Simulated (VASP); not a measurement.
# Na2C3 (R-3m) in VASP: a series of runs, part 2 of 2

VASP 6.6.1. The steps go on from the part before.

## 4. Single point, PBE, collinear spin, ferromagnetic start

This run uses another cell than the first one, of 15.90 Å³/atom, 0.857 times its volume.

The input, INCAR:

```
  ALGO = Normal
  EDIFF = 1E-6
  ENCUT = 520
  GGA = PE
  ISIF = 2
  ISMEAR = 0
  ISPIN = 2
  LASPH = True
  LCHARG = False
  LORBIT = 11
  LREAL = False
  LWAVE = False
  MAGMOM = 0 0 1 1 1
  NBANDS = 25
  NELM = 150
  PREC = Accurate
  SIGMA = 0.1
```

The input, KPOINTS:

```
k-points
0
Gamma
  6 6 6
```

The input, POSCAR:

```
Na2C3
1.0
    1.6395759508      0.9466096165      8.5359487110
   -1.6395759508      0.9466096165      8.5359487110
    0.0000000000     -1.8932192331      8.5359487110
Na C
2 3
Direct
    0.9327927042      0.9327927042      0.9327927042
    0.0672072958      0.0672072958      0.0672072958
    0.0000000000      0.0000000000      0.5000000000
    0.5000000000      0.0000000000      0.0000000000
    0.0000000000      0.5000000000      0.0000000000
```

Potentials or basis: VASP PAW PBE potentials, release 64 (Na_pv, C).

Launch:

```sh
$ cat potpaw_PBE.64/Na_pv/POTCAR potpaw_PBE.64/C/POTCAR > POTCAR
$ mpirun -np 1 vasp_std > vasp.out
```

OUTCAR:

```text
EDIFF = 1E-6
   ENCUT = 520
   GGA = PE
   ISIF = 2
   ISMEAR = 0
   ISPIN = 2
   LASPH = True
   LORBIT = 11
   LREAL = False
   NELM = 150
   PREC = Accurate

 ion  position               nearest neighbor table
   1  0.933  0.933  0.933-
   2  0.067  0.067  0.067-
   3  0.000  0.000  0.500-   4 1.64   5 1.64   5 1.64   4 1.64
   4  0.500  0.000  0.000-   3 1.64   3 1.64   5 1.64   5 1.64
   5  0.000  0.500  0.000-   3 1.64   3 1.64   4 1.64   4 1.64

  LATTYP: Found a trigonal (rhomboedric) cell.
 ALAT       =     8.7433803224
 COS(alpha) =     0.9296710174

  Lattice vectors:

 A1 = (   1.6395759508,   0.9466096165,   8.5359487110)
 A2 = (  -1.6395759508,   0.9466096165,   8.5359487110)
 A3 = (   0.0000000000,  -1.8932192331,   8.5359487110)

Analysis of symmetry for initial positions (statically):
=====================================================================
 Subroutine PRICEL returns:
[... 1550 lines left out ...]

 [... further k-points ...]
[... 5 lines left out ...]
  --------------------------------------------------------------------------------------
  -------------------------------------------------------------------------------------
  Total        0.0837886      0.0837886      0.0243878      0.0000000     -0.0000000      0.0000000
  in kB        1.6888466      1.6888466      0.4915620      0.0000000     -0.0000000      0.0000000
  external PRESSURE =       1.2897517 kB  Pullay stress =       0.0000000 kB

 VOLUME and BASIS-vectors are now :
 -----------------------------------------------------------------------------
  energy-cutoff  :      520.00
  volume of cell :       79.49
      direct lattice vectors                 reciprocal lattice vectors
     1.639575951  0.946609616  8.535948711     0.304956900  0.176066949  0.039050531
    -1.639575951  0.946609616  8.535948711    -0.304956900  0.176066949  0.039050531
     0.000000000 -1.893219233  8.535948711     0.000000000 -0.352133897  0.039050531

 POSITION                                       TOTAL-FORCE (eV/Angst)
 -----------------------------------------------------------------------------------
      0.00000     -0.00000     23.88681         0.000000     -0.000000      0.008022
      0.00000     -0.00000      1.72103         0.000000      0.000000     -0.008022
      0.00000     -0.94661      4.26797        -0.000000      0.000000     -0.000000
      0.81979      0.47330      4.26797        -0.000000      0.000000     -0.000000
     -0.81979      0.47330      4.26797         0.000000      0.000000     -0.000000
 -----------------------------------------------------------------------------------
    total drift:                                0.000000      0.000000     -0.000000

  FREE ENERGIE OF THE ION-ELECTRON SYSTEM (eV)
  ---------------------------------------------------
  free  energy   TOTEN  =       -22.3010433425 eV

  energy  without entropy=      -22.2915080947  energy(sigma->0) =      -22.29627572

 total charge

# of ion       s       p       d       tot
------------------------------------------
    1        0.102   5.973   0.000   6.075
    2        0.102   5.973   0.000   6.075
    3        0.904   1.414   0.000   2.318
    4        0.904   1.414   0.000   2.318
    5        0.904   1.414   0.000   2.318
--------------------------------------------------
tot          2.917  16.187   0.000  19.104

 magnetization (x)

# of ion       s       p       d       tot
------------------------------------------
    1        0.000  -0.000   0.000   0.000
    2        0.000  -0.000   0.000   0.000
    3       -0.000  -0.000   0.000  -0.000
    4       -0.000  -0.000   0.000  -0.000
    5       -0.000  -0.000   0.000  -0.000
--------------------------------------------------
tot         -0.000  -0.000   0.000  -0.000
```

OSZICAR:

```text
N       E                     dE             d eps       ncg     rms          rms(c)
DAV:   1     0.223136556061E+03    0.22314E+03   -0.12530E+04  3208   0.107E+03
DAV:   2    -0.204265226732E+01   -0.22518E+03   -0.20921E+03  3449   0.319E+02
DAV:   3    -0.229519819936E+02   -0.20909E+02   -0.20232E+02  4184   0.938E+01
DAV:   4    -0.236049329335E+02   -0.65295E+00   -0.63815E+00  3984   0.167E+01
[... 10 lines left out ...]
DAV:  15    -0.223010203528E+02   -0.17925E-04   -0.17862E-05  3540   0.205E-02    0.933E-03
DAV:  16    -0.223010292959E+02   -0.89431E-05   -0.10192E-05  4347   0.143E-02    0.731E-03
DAV:  17    -0.223010381838E+02   -0.88879E-05   -0.56630E-05  3740   0.342E-02    0.345E-03
DAV:  18    -0.223010424108E+02   -0.42271E-05   -0.91050E-06  4076   0.140E-02    0.185E-03
DAV:  19    -0.223010433425E+02   -0.93161E-06   -0.26419E-06  3845   0.853E-03
   1 F= -.22301043E+02 E0= -.22296276E+02  d E =-.953525E-02  mag=    -0.0002
```

stdout:

```text
POSCAR found type information on POSCAR NaC
 POSCAR found :  2 types and       5 ions
 scaLAPACK will be used
 LDA part: xc-table for (Slater+PW92), standard interpolation
 POSCAR, INCAR and KPOINTS ok, starting setup
 FFT: planning ... GRIDC
 FFT: planning ... GRID_SOFT
 FFT: planning ... GRID
 WAVECAR not read
 entering main loop
```

Wall time 12 min (1 thread of Intel Xeon 6975P-C (Granite Rapids), shared host); peak memory 0.91 GiB.

What came out:

| Quantity | Value |
| --- | --- |
| Free energy | -22.3010 eV |
| Pressure | 0.1 GPa |
| Largest force | 0.008 eV/Å |
| Band gap on the k mesh | zero (filled and empty bands overlap) |
| Net moment | 0.00 μB per cell |
| Valence electrons inside the program's atomic spheres | Na 6.08; C 2.32 |

Forces in eV/Å, atoms in the order of the input:
```
Na   0.000  0.000  0.008
Na   0.000  0.000 -0.008
C    0.000  0.000  0.000
C    0.000  0.000  0.000
C    0.000  0.000  0.000
```

Stress tensor (GPa, compression positive):
```
0.17 0.00 0.00
0.00 0.17 0.00
0.00 0.00 0.05
```

Levels at points of the mesh, in eV from the Fermi level:
Spin up:
| k point | band 11 | band 12 | band 13 | band 14 | band 15 | band 16 |
| --- | --- | --- | --- | --- | --- | --- |
| (0.00, 0.00, 0.00) | -5.28 | -3.25 | -2.52 | -2.52 | -0.19 | 1.77 |
| (0.50, 0.00, 0.00) | -5.07 | -2.84 | 1.06 | 1.70 | 2.52 | 3.02 |
| (0.50, 0.50, 0.00) | -5.08 | -2.85 | 1.19 | 1.89 | 2.52 | 2.94 |
| (0.50, 0.50, 0.50) | -5.28 | -2.90 | -2.52 | -2.52 | -1.25 | 3.36 |
Spin down:
```
           k point  band 10  band 11  band 12  band 13  band 14  band 15  band 16  band 17
(0.00, 0.00, 0.00)    -5.28    -5.28    -3.25    -2.52    -2.52    -0.19     1.77     3.36
(0.50, 0.00, 0.00)    -7.10    -5.07    -2.84     1.06     1.70     2.52     3.02     3.20
(0.50, 0.50, 0.00)    -7.10    -5.08    -2.85     1.19     1.89     2.52     2.94     3.02
(0.50, 0.50, 0.50)    -5.28    -5.28    -2.90    -2.52    -2.52    -1.25     3.36     3.36
```

Caveat: the k points lie up to 0.37 Å⁻¹ apart.

## 5. Single point, PBE, collinear spin, ferromagnetic start

The input, INCAR:

```
SYSTEM = Na2C3
  ALGO = Normal
  EDIFF = 1E-7
  ENCUT = 520
  GGA = PE
  ISIF = 2
  ISMEAR = 0
  ISPIN = 2
  LASPH = .True.
  LCHARG = .False.
  LORBIT = 11
  LREAL = .False.
  LWAVE = .False.
  MAGMOM = 0 0 1 1 1
  NBANDS = 25
  NELM = 150
  PREC = Accurate
  SIGMA = 0.1
```

The input, KPOINTS:

```
k-points
0
Gamma
  6 6 6
  0 0 0
```

The input, POSCAR:

```
Na2C3
1.0
    2.0651657200      1.1923239800      6.2787436100
   -2.0651657200      1.1923239800      6.2787436100
    0.0000000000     -2.3846479700      6.2787436100
Na C
2 3
Direct
    0.9076397000      0.9076397000      0.9076397000
    0.0923603000      0.0923603000      0.0923603000
    0.0000000000      0.0000000000      0.5000000000
    0.5000000000      0.0000000000      0.0000000000
    0.0000000000      0.5000000000      0.0000000000
```

Potentials or basis: VASP PAW PBE potentials, release 64 (Na_pv, C).

Launch:

```sh
$ cat potpaw_PBE.64/Na_pv/POTCAR potpaw_PBE.64/C/POTCAR > POTCAR
$ mpirun -np 1 vasp_std > vasp.out
```

OUTCAR:

```text
SYSTEM = Na2C3
   EDIFF = 1E-7
   ENCUT = 520
   GGA = PE
   ISIF = 2
   ISMEAR = 0
   ISPIN = 2
   LASPH = .True.
   LORBIT = 11
   LREAL = .False.
   NELM = 150
   PREC = Accurate

 ion  position               nearest neighbor table
   1  0.908  0.908  0.908-   4 1.84   5 1.84   3 1.84
   2  0.092  0.092  0.092-   4 1.84   5 1.84   3 1.84
   3  0.000  0.000  0.500-   1 1.84   2 1.84   4 2.07   5 2.07   5 2.07   4 2.07
   4  0.500  0.000  0.000-   1 1.84   2 1.84   3 2.07   3 2.07   5 2.07   5 2.07
   5  0.000  0.500  0.000-   1 1.84   2 1.84   3 2.07   3 2.07   4 2.07   4 2.07

  LATTYP: Found a trigonal (rhomboedric) cell.
 ALAT       =     6.7163358496
 COS(alpha) =     0.8109071967
[... 1579 lines left out ...]

 POSITION                                       TOTAL-FORCE (eV/Angst)
 -----------------------------------------------------------------------------------
      0.00000     -0.00000     17.09651        -0.000000     -0.000000     12.121344
      0.00000     -0.00000      1.73972        -0.000000      0.000000    -12.121344
      0.00000     -1.19232      3.13937        -0.000000     -0.000000     -0.000000
      1.03258      0.59616      3.13937         0.000000     -0.000000     -0.000000
     -1.03258      0.59616      3.13937        -0.000000     -0.000000      0.000000
 -----------------------------------------------------------------------------------
    total drift:                               -0.000000      0.000000     -0.000000

  FREE ENERGIE OF THE ION-ELECTRON SYSTEM (eV)
  ---------------------------------------------------
  free  energy   TOTEN  =       -11.3512128360 eV

  energy  without entropy=      -11.3302907172  energy(sigma->0) =      -11.34075178

 total charge

# of ion       s       p       d       tot
------------------------------------------
    1        0.239   6.129   0.000   6.368
    2        0.239   6.129   0.000   6.368
    3        1.016   1.175   0.000   2.191
    4        1.016   1.175   0.000   2.191
    5        1.016   1.175   0.000   2.191
--------------------------------------------------
tot          3.525  15.783   0.000  19.308

 magnetization (x)

# of ion       s       p       d       tot
------------------------------------------
    1        0.000   0.000   0.000   0.000
    2        0.000   0.000   0.000   0.000
    3        0.000   0.001   0.000   0.001
    4        0.000   0.001   0.000   0.001
    5        0.000   0.001   0.000   0.001
--------------------------------------------------
tot          0.001   0.003   0.000   0.004
```

Run time: 3.5 min. Hardware: 1 thread of Intel Xeon 6975P-C (Granite Rapids), shared host; peak memory 0.47 GiB.

What came out:

```yaml
Free_energy: -11.3512 eV
Pressure: 23.9 GPa
Largest_force: 12.121 eV/Å
Band_gap_on_the_k_mesh: zero (filled and empty bands overlap)
Net_moment: 0.01 μB per cell
Valence_electrons_inside_the_program's_atomic_spheres: Na 6.37; C 2.19
```

Forces on the atoms (eV/Å):
```
Na    0.000   0.000  12.121
Na    0.000   0.000 -12.121
C     0.000   0.000   0.000
C     0.000   0.000   0.000
C     0.000   0.000   0.000
```

Caveat: forces of over 1 eV/Å act on the atoms, so gaps and moduli don't describe the material at rest.

## 6. Overview

| task | spin | cell | k mesh | cutoff (eV) | gap on the mesh (eV) | pressure (GPa) | moment (μB) | largest force (eV/Å) |
| --- | --- | --- | --- | --- | --- | --- | --- | --- |
| relaxation of cell and atoms | off | relaxed from a = 6.716 Å, angles 35.8°, 5 atoms | 6 × 6 × 6 | 600 | none | 0.1 | - | 0.04 |
| single point | off | a = 8.562 Å, angles 21.9°, 5 atoms | 12 × 12 × 12 | 520 | none | 0.0 | - | - |
| single point | collinear, ferromagnetic start | a = 8.743 Å, angles 21.6°, 5 atoms | 6 × 6 × 6 | 520 | none | 0.1 | 0.00 | 0.01 |
| single point | collinear, ferromagnetic start | a = 6.716 Å, angles 35.8°, 5 atoms | 6 × 6 × 6 | 520 | none | 23.9 | 0.01 | 12.12 |

Alike in all rows: level PBE; potentials or basis VASP PAW PBE potentials, release 64 (Na_pv, C); smearing gaussian 0.1 eV.

Caveats: some runs use coarse meshes; the volume moved by over 15 % at a fixed basis, so the end points are rough (some runs); forces of over 1 eV/Å act on the atoms, so gaps and moduli don't describe the material at rest (some runs).

Total energies depend on the potentials used, so only differences within one code and one set of settings carry meaning.
